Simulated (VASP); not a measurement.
# Bi (P6_3/mmc) in VASP: notebook

Bi is run at these levels: PBEsol; tasks: single point.

Everything below comes from runs of VASP 6.6.1. Logs are shortened: lines on timing, memory, paths and dates and some standing lists are left out, and cuts for length are marked.

### Step 1. The cell of the first run

The structure is hexagonal, space group P6_3/mmc (No. 194). Conventional cell: a = 3.450 Å, b = 3.450 Å, c = 11.604 Å, α = 90.00°, β = 90.00°, γ = 120.00°. Bi (site symmetry -3m) has 12 Bi at 3.45 to 3.52 Å within 4.5 Å. Within 4.5 Å of Bi (site symmetry -6m2) lie 12 Bi at 3.45 to 3.52 Å.

### Step 2. Single point, PBEsol

Contents of INCAR:

```
SYSTEM = Bi
PREC = Accurate
ENCUT = 520
EDIFF = 1E-7
ISMEAR = 0
SIGMA = 0.1
LREAL = .FALSE.
LASPH = .TRUE.
NELM = 60
ALGO = Fast
ISIF = 2
LWAVE = .FALSE.
LCHARG = .FALSE.
GGA = PS
NBANDS = 38
```

Contents of KPOINTS:

```
regular mesh
0
G
  6 6 2
  0 0 0
```

Contents of POSCAR:

```
Bi
1.0
    3.4503419504      0.0000000000      0.0000000000
   -1.7251709752      2.9880837808      0.0000000000
    0.0000000000      0.0000000000     11.6042305886
Bi
4
Direct
    0.0000000000      0.0000000000      0.0000000000
    0.0000000000      0.0000000000      0.5000000000
    0.3333333333      0.6666666667      0.7500000000
    0.6666666667      0.3333333333      0.2500000000
```

Potentials or basis: VASP PAW PBE potentials, release 64 (Bi_d).

Command:

```
cat potpaw_PBE.64/Bi_d/POTCAR > POTCAR
mpirun -np 1 vasp_std > vasp.out
```

OUTCAR:

```text
SYSTEM = Bi
   PREC = Accurate
   ENCUT = 520
   EDIFF = 1E-7
   ISMEAR = 0
   LREAL = .FALSE.
   LASPH = .TRUE.
   NELM = 60
   ISIF = 2
   GGA = PS

 ion  position               nearest neighbor table
   1  0.000  0.000  0.000-   3 3.52   4 3.52   4 3.52   3 3.52   4 3.52   3 3.52
   2  0.000  0.000  0.500-   3 3.52   4 3.52   4 3.52   3 3.52   4 3.52   3 3.52
   3  0.333  0.667  0.750-   1 3.52   2 3.52   1 3.52   2 3.52   1 3.52   2 3.52
   4  0.667  0.333  0.250-   1 3.52   2 3.52   1 3.52   2 3.52   1 3.52   2 3.52

  LATTYP: Found a hexagonal cell.
 ALAT       =     3.4503419504
 C/A-ratio  =     3.3632117499

  Lattice vectors:

 A1 = (   3.4503419504,   0.0000000000,   0.0000000000)
 A2 = (  -1.7251709752,   2.9880837808,   0.0000000000)
 A3 = (   0.0000000000,   0.0000000000,  11.6042305886)

Analysis of symmetry for initial positions (statically):
=====================================================================
 Subroutine PRICEL returns:
 Original cell was already a primitive cell.

 Routine SETGRP: Setting up the symmetry group for a
 hexagonal supercell.

 Subroutine GETGRP returns: Found 24 space group operations
 (whereof 12 operations were pure point group operations)
 out of a pool of 24 trial point group operations.

The static configuration has the point symmetry D_3d.
 The point group associated with its full space group is D_6h.

Analysis of symmetry for dynamics (positions and initial velocities):
=====================================================================
 Subroutine PRICEL returns:
 Original cell was already a primitive cell.

 Routine SETGRP: Setting up the symmetry group for a
 hexagonal supercell.

 Subroutine GETGRP returns: Found 24 space group operations
 (whereof 12 operations were pure point group operations)
 out of a pool of 24 trial point group operations.

The dynamic configuration has the point symmetry D_3d.
 The point group associated with its full space group is D_6h.

 Subroutine INISYM returns: Found 24 space group operations
 (whereof 12 operations are pure point group operations),
 and found     1 'primitive' translations

----------------------------------------------------------------------------------------

                                     Primitive cell

  volume of cell :     119.6386

  direct lattice vectors                    reciprocal lattice vectors
     3.450341950  0.000000000  0.000000000     0.289826346  0.167331319  0.000000000
    -1.725170975  2.988083781  0.000000000     0.000000000  0.334662638  0.000000000
     0.000000000  0.000000000 11.604230589     0.000000000  0.000000000  0.086175468

  length of vectors
     3.450341950  3.450341950 11.604230589     0.334662638  0.334662638  0.086175468

  position of ions in fractional coordinates (direct lattice)
     0.000000000  0.000000000  0.000000000
     0.000000000  0.000000000  0.500000000
     0.333333333  0.666666667  0.750000000
     0.666666667  0.333333333  0.250000000

  ion indices of the primitive-cell ions
   primitive index   ion index
                 1           1
                 2           2
                 3           3
                 4           4

----------------------------------------------------------------------------------------

 KPOINTS: regular mesh

Automatic generation of k-mesh.
 Grid dimensions read from file:
 generate k-points for:    6    6    2

 Generating k-lattice:

  Cartesian coordinates                     Fractional coordinates (reciprocal lattice)
     0.048304391  0.027888553  0.000000000     0.166666667  0.000000000  0.000000000
     0.000000000  0.055777106  0.000000000     0.000000000  0.166666667  0.000000000
     0.000000000  0.000000000  0.043087734     0.000000000  0.000000000  0.500000000

  Length of vectors
     0.055777106  0.055777106  0.043087734

  Shift w.r.t. Gamma in fractional coordinates (k-lattice)
     0.000000000  0.000000000  0.000000000

 Subroutine IBZKPT returns following result:
 ===========================================

 Found     14 irreducible k-points:

 Following reciprocal coordinates:
            Coordinates               Weight
  0.000000  0.000000  0.000000      1.000000
  0.166667  0.000000  0.000000      6.000000
  0.333333  0.000000  0.000000      6.000000
  0.500000  0.000000  0.000000      3.000000
  0.166667  0.166667  0.000000      6.000000
  0.333333  0.166667  0.000000     12.000000
  0.333333  0.333333  0.000000      2.000000
  0.000000  0.000000  0.500000      1.000000
  0.166667  0.000000  0.500000      6.000000
  0.333333  0.000000  0.500000      6.000000
  0.500000  0.000000  0.500000      3.000000
  0.166667  0.166667  0.500000      6.000000
  0.333333  0.166667  0.500000     12.000000
  0.333333  0.333333  0.500000      2.000000
   k-points           NKPTS =     14   k-points in BZ     NKDIM =     14   number of bands    NBANDS=     38
   number of dos      NEDOS =    301   number of ions     NIONS =      4
   total plane-waves  NPLWV =  70560
   dimension x,y,z NGX =    28 NGY =   28 NGZ =   90
   dimension x,y,z NGXF=    56 NGYF=   56 NGZF=  180
   ions per type =               4
   NGX,Y,Z   is equivalent  to a cutoff of  13.49, 13.49, 12.89 a.u.
   NGXF,Y,Z  is equivalent  to a cutoff of  26.98, 26.98, 25.79 a.u.
 SYSTEM =  Bi
   PREC   = accura    normal or accurate (medium, high low for compatibility)
   ISTART =      0    job   : 0-new  1-cont  2-samecut
   ICHARG =      2    charge: 1-file 2-atom 10-const
   ISPIN  =      1    spin polarized calculation?
   LNONCOLLINEAR =      F non collinear calculations
   LSORBIT =      F    spin-orbit coupling
   LASPH  =      T    aspherical Exc in radial PAW
   ENCUT  =  520.0 eV  38.22 Ry    6.18 a.u.   6.42  6.42 21.58*2*pi/ulx,y,z
   NELM   =     60;   NELMIN=  2; NELMDL= -5     # of ELM steps
   EDIFF  = 0.1E-06   stopping-criterion for ELM
   LREAL  =      F    real-space projection
   EDIFFG = 0.1E-05   stopping-criterion for IOM
   NSW    =      0    number of steps for IOM
   IBRION =     -1    ionic relax: 0-MD 1-quasi-New 2-CG
   NFREE  =      0    steps in history (QN), initial steepest desc. (CG)
   ISIF   =      2    stress and relaxation
   ISYM   =      2    0-nonsym 1-usesym 2-fastsym
   POTIM  = 0.5000    time-step for ionic-motion
   TEBEG  =    0.0;   TEEND  =   0.0 temperature during run
   PSTRESS=    0.0 pullay stress
   NELECT =      60.0000    total number of electrons
   NUPDOWN=      -1.0000    fix difference up-down
   EMIN   =  10.00;   EMAX   =-10.00  energy-range for DOS
   EFERMI =   0.00;   METHOD = LEGACY
   ISMEAR =     0;   SIGMA  =   0.10  broadening in eV -4-tet -1-fermi 0-gaus
   EFERMI_NEDOS =   21; number of points for ismear=-14 and -15
   IALGO  =     68    algorithm
   IMIX   =      4    mixing-type and parameters
     AMIX     =   0.40;   BMIX     =  1.00
     AMIX_MAG =   1.60;   BMIX_MAG =  1.00
  volume/ion in A,a.u.               =      29.91       201.84
  Fermi-wavevector in a.u.,A,eV,Ry     =   1.300673  2.457916 23.017663  1.691751
  Thomas-Fermi vector in A             =   2.431857
   LORBIT       =      0    0 simple, 1 ext, 2 COOP (PROOUT), +10 PAW based schemes
   GGA     = PS    functional components
   LHFCALC =     F    Hartree Fock is set to
   AEXX    =    0.0000 exact exchange contribution
   IVDW    =     0    specifies the selected vdW correction
   LEPSILON=     F    determine dielectric tensor
   LRPA    =     F    only Hartree local field effects (RPA)
 non-spin polarized calculation
 RMM-DIIS sequential band-by-band and
 Gauss-broadening in eV      SIGMA  =   0.10
  energy-cutoff  :      520.00
  volume of cell :      119.64
 maximum number of plane-waves:      3248
 NGX is ok and might be reduce to    28
   NGX = 13   NGY = 13   NGZ = 43

 number of electron      59.9999995 magnetization

 Free energy of the ion-electron system (eV)
  ---------------------------------------------------
  ext. energy  EPLUGINS =         0.00000000
  ---------------------------------------------------
  free energy    TOTEN  =       -17.01035325 eV

  energy without entropy =      -17.00565166  energy(sigma->0) =      -17.00800246

 E-fermi :   8.2801     XC(G=0): -10.6323

 val. band max:        8.2801497481   @ k =   0.1667   0.1667   0.0000
 cond. band min:       8.6812803868   @ k =   0.3333   0.1667   0.5000
 fundamental gap:      0.4011306386
 Fermi energy:         8.2801497512

 k-point     1 :       0.0000    0.0000    0.0000
  band No.  band energies     occupation
      1     -14.7678      2.00000
      2     -14.7678      2.00000
      3     -14.7628      2.00000
      4     -14.7628      2.00000
      5     -14.7557      2.00000
      6     -14.7535      2.00000
[... 30 lines left out ...]
     37      15.9710      0.00000
     38      16.2832      0.00000

 k-point     2 :       0.1667    0.0000    0.0000
  band No.  band energies     occupation
      1     -14.7787      2.00000
      2     -14.7786      2.00000
      3     -14.7304      2.00000
      4     -14.7282      2.00000
      5     -14.7280      2.00000
      6     -14.7223      2.00000
[... 30 lines left out ...]
     37      15.1097      0.00000
     38      15.7615      0.00000

 k-point     3 :       0.3333    0.0000    0.0000
  band No.  band energies     occupation
      1     -14.8119      2.00000
      2     -14.8042      2.00000
      3     -14.7374      2.00000
      4     -14.7288      2.00000
      5     -14.6955      2.00000
      6     -14.6936      2.00000
[... 30 lines left out ...]
     37      13.6923      0.00000
     38      14.0075      0.00000

 k-point     4 :       0.5000    0.0000    0.0000
  band No.  band energies     occupation
      1     -14.8285      2.00000
      2     -14.8168      2.00000
      3     -14.7524      2.00000
      4     -14.7500      2.00000
      5     -14.7067      2.00000
      6     -14.7038      2.00000
[... 30 lines left out ...]
     37      13.0130      0.00000
     38      13.2209      0.00000

 k-point     5 :       0.1667    0.1667    0.0000
  band No.  band energies     occupation
      1     -14.7718      2.00000
      2     -14.7672      2.00000
      3     -14.7375      2.00000
      4     -14.7294      2.00000
      5     -14.7225      2.00000
      6     -14.7066      2.00000
[... 30 lines left out ...]
     37      14.9322      0.00000
     38      16.4920      0.00000

 k-point     6 :       0.3333    0.1667    0.0000
  band No.  band energies     occupation
      1     -14.7819      2.00000
      2     -14.7720      2.00000
      3     -14.7387      2.00000
      4     -14.7384      2.00000
      5     -14.7157      2.00000
      6     -14.6925      2.00000
[... 30 lines left out ...]
     37      13.8412      0.00000
     38      15.1075      0.00000

 k-point     7 :       0.3333    0.3333    0.0000
  band No.  band energies     occupation
      1     -14.7327      2.00000
      2     -14.7327      2.00000
      3     -14.7247      2.00000
      4     -14.7247      2.00000
      5     -14.7076      2.00000
      6     -14.6857      2.00000
[... 30 lines left out ...]
     37      14.3241      0.00000
     38      14.3243      0.00000

 k-point     8 :       0.0000    0.0000    0.5000
  band No.  band energies     occupation
      1     -14.7652      2.00000
      2     -14.7652      2.00000
      3     -14.7652      2.00000
      4     -14.7652      2.00000
      5     -14.7546      2.00000
      6     -14.7546      2.00000
[... 30 lines left out ...]
     37      16.1302      0.00000
     38      16.4069      0.00000

 k-point     9 :       0.1667    0.0000    0.5000
  band No.  band energies     occupation
      1     -14.7789      2.00000
      2     -14.7789      2.00000
      3     -14.7289      2.00000
      4     -14.7289      2.00000
      5     -14.7252      2.00000
      6     -14.7252      2.00000
[... 30 lines left out ...]
     37      15.1509      0.00000
     38      15.1510      0.00000

 k-point    10 :       0.3333    0.0000    0.5000
  band No.  band energies     occupation
      1     -14.8083      2.00000
      2     -14.8083      2.00000
      3     -14.7307      2.00000
      4     -14.7307      2.00000
      5     -14.6946      2.00000
      6     -14.6946      2.00000
[... 30 lines left out ...]
     37      13.8535      0.00000
     38      13.8542      0.00000

 k-point    11 :       0.5000    0.0000    0.5000
  band No.  band energies     occupation
      1     -14.8228      2.00000
      2     -14.8228      2.00000
      3     -14.7487      2.00000
      4     -14.7487      2.00000
      5     -14.7010      2.00000
      6     -14.7010      2.00000
[... 30 lines left out ...]
     37      13.4968      0.00000
     38      13.4981      0.00000

 k-point    12 :       0.1667    0.1667    0.5000
  band No.  band energies     occupation
      1     -14.7697      2.00000
      2     -14.7697      2.00000
      3     -14.7324      2.00000
      4     -14.7324      2.00000
      5     -14.7170      2.00000
      6     -14.7170      2.00000
[... 30 lines left out ...]
     37      15.8759      0.00000
     38      15.9280      0.00000

 k-point    13 :       0.3333    0.1667    0.5000
  band No.  band energies     occupation
      1     -14.7770      2.00000
      2     -14.7770      2.00000
      3     -14.7405      2.00000
      4     -14.7405      2.00000
      5     -14.6987      2.00000
      6     -14.6987      2.00000
[... 30 lines left out ...]
     37      14.4384      0.00000
     38      14.4384      0.00000

 k-point    14 :       0.3333    0.3333    0.5000
  band No.  band energies     occupation
      1     -14.7473      2.00000
      2     -14.7473      2.00000
      3     -14.7021      2.00000
      4     -14.7021      2.00000
      5     -14.6911      2.00000
      6     -14.6911      2.00000
[... 30 lines left out ...]
     37      13.1718      0.00000
     38      13.1718      0.00000

------------------------ aborting loop because EDIFF is reached ----------------------------------------

  FORCE on cell =-STRESS in cart. coord.  units (eV):
  Direction    XX          YY          ZZ          XY          YZ          ZX
  --------------------------------------------------------------------------------------
  -------------------------------------------------------------------------------------
  Total       -0.0509950     -0.0509950     -0.2256540      0.0000000     -0.0000000     -0.0000000
  in kB       -0.6829154     -0.6829154     -3.0219156      0.0000000     -0.0000000     -0.0000000
  external PRESSURE =      -1.4625822 kB  Pullay stress =       0.0000000 kB

 VOLUME and BASIS-vectors are now :
 -----------------------------------------------------------------------------
  energy-cutoff  :      520.00
  volume of cell :      119.64
      direct lattice vectors                 reciprocal lattice vectors
     3.450341950  0.000000000  0.000000000     0.289826346  0.167331319  0.000000000
    -1.725170975  2.988083781  0.000000000     0.000000000  0.334662638  0.000000000
     0.000000000  0.000000000 11.604230589     0.000000000  0.000000000  0.086175468

 POSITION                                       TOTAL-FORCE (eV/Angst)
 -----------------------------------------------------------------------------------
      0.00000      0.00000      0.00000         0.000000      0.000000     -0.000000
      0.00000      0.00000      5.80212         0.000000      0.000000     -0.000000
     -0.00000      1.99206      8.70317        -0.000000     -0.000000      0.000000
      1.72517      0.99603      2.90106         0.000000      0.000000      0.000000
 -----------------------------------------------------------------------------------
    total drift:                               -0.000000      0.000000      0.000000

  FREE ENERGIE OF THE ION-ELECTRON SYSTEM (eV)
  ---------------------------------------------------
  free  energy   TOTEN  =       -17.0103532484 eV

  energy  without entropy=      -17.0056516634  energy(sigma->0) =      -17.00800246
```

Wall time 60 s (1 thread of Intel Xeon Platinum 8488C (Sapphire Rapids), shared host); peak memory 0.25 GiB.

Results:

| Item | Value |
| --- | --- |
| Free energy | -17.0104 eV |
| Pressure | -0.1 GPa |
| Band gap on the k mesh | zero (band 30 reaches 12.84 eV, above the bottom of band 31 at 5.99 eV) |

Stress tensor (GPa, compression positive):
```
-0.07  0.00  0.00
 0.00 -0.07  0.00
 0.00  0.00 -0.30
```

Caveat: the PAW data sets were made with another functional, which shifts forces and pressure a little; spin-orbit coupling is left out, which moves the levels of the heavy elements.

(Part 1 of 2 ends here.)
